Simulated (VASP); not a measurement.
**SnO2: single point with PBE**

Crystal: SnO2.

```
Sn O
1.0
     4.80234    0.00000    0.00000
     0.00000    4.80235    0.00000
     0.00000    0.00000    3.27231
Sn O
2 4
Direct
  0.50000 0.50000 0.50000
  0.00000 0.00000 0.00000
  0.27728 0.27734 0.00000
  0.77728 0.22266 0.50000
  0.22272 0.77734 0.50000
  0.72272 0.72266 0.00000
```

This cell differs from its parent crystal: atoms shifted along a free coordinate, c/a of the conventional cell at fixed volume 0.6814.

| Quantity | Value |
| --- | --- |
| Program | VASP 6.6.1 |
| Task | single point |
| Functional | PBE |
| Potentials or basis | VASP PAW PBE potentials, release 64 (Sn_d, O) |
| Cutoff | 520 eV |
| k mesh | 6 × 6 × 8 |
| Occupations | gaussian, width 0.05 eV |
| Spin | no spin polarisation |

```json
{
 "Pressure": "6.3 GPa",
 "Largest force": "3.862 eV/Å",
 "Band gap on the k mesh": "0.22 eV"
}
```

Forces in eV/Å, atoms in the order of the input:
```
Sn   0.000  0.000  0.000
Sn   0.000  0.000  0.000
O    2.731  2.731  0.000
O    2.731 -2.731  0.000
O   -2.731  2.731  0.000
O   -2.731 -2.731  0.000
```

Stress tensor (GPa, compression positive):
```
10.28  0.00  0.00
 0.00 10.30  0.00
 0.00  0.00 -1.62
```

Levels at points of the mesh, in eV from the valence-band top:
| k point | band 22 | band 23 | band 24 | band 25 | band 26 | band 27 | band 28 | band 29 | band 30 | band 31 |
| --- | --- | --- | --- | --- | --- | --- | --- | --- | --- | --- |
| (0.00, 0.00, 0.00) | -1.33 | -1.23 | -0.83 | -0.83 | 0.00 | 0.22 | 5.73 | 5.73 | 6.70 | 8.49 |
| (0.50, 0.00, 0.00) | -2.37 | -1.22 | -1.22 | -0.55 | -0.55 | 3.92 | 3.92 | 7.21 | 7.21 | 10.49 |
| (0.00, 0.50, 0.00) | -2.37 | -1.22 | -1.22 | -0.55 | -0.55 | 3.92 | 3.92 | 7.21 | 7.21 | 10.49 |
| (0.50, 0.50, 0.00) | -2.47 | -1.42 | -1.42 | -0.89 | -0.89 | 4.87 | 4.87 | 7.31 | 7.31 | 10.81 |
| (0.00, 0.00, 0.50) | -3.40 | -1.65 | -1.65 | -1.21 | -1.21 | 5.19 | 5.19 | 8.21 | 8.21 | 9.69 |
| (0.50, 0.00, 0.50) | -1.97 | -1.06 | -1.06 | -0.72 | -0.72 | 5.60 | 5.60 | 6.63 | 6.63 | 9.76 |
| (0.00, 0.50, 0.50) | -1.97 | -1.06 | -1.06 | -0.72 | -0.72 | 5.60 | 5.60 | 6.63 | 6.63 | 9.76 |
| (0.50, 0.50, 0.50) | -1.52 | -0.78 | -0.78 | -0.67 | -0.67 | 2.96 | 2.96 | 9.34 | 9.34 | 9.42 |

It took 61 s on 1 thread of AMD EPYC 9R45 96-Core Processor (Zen 5) (shared host), peak memory 0.26 GiB.

Caveat: the stress differs along the axes, from -2 to 10 GPa; semilocal functionals underestimate gaps, and a narrow one can read as zero; spin-orbit coupling is left out, which moves the levels of the heavy elements; forces of over 1 eV/Å act on the atoms, so gaps and moduli don't describe the material at rest.
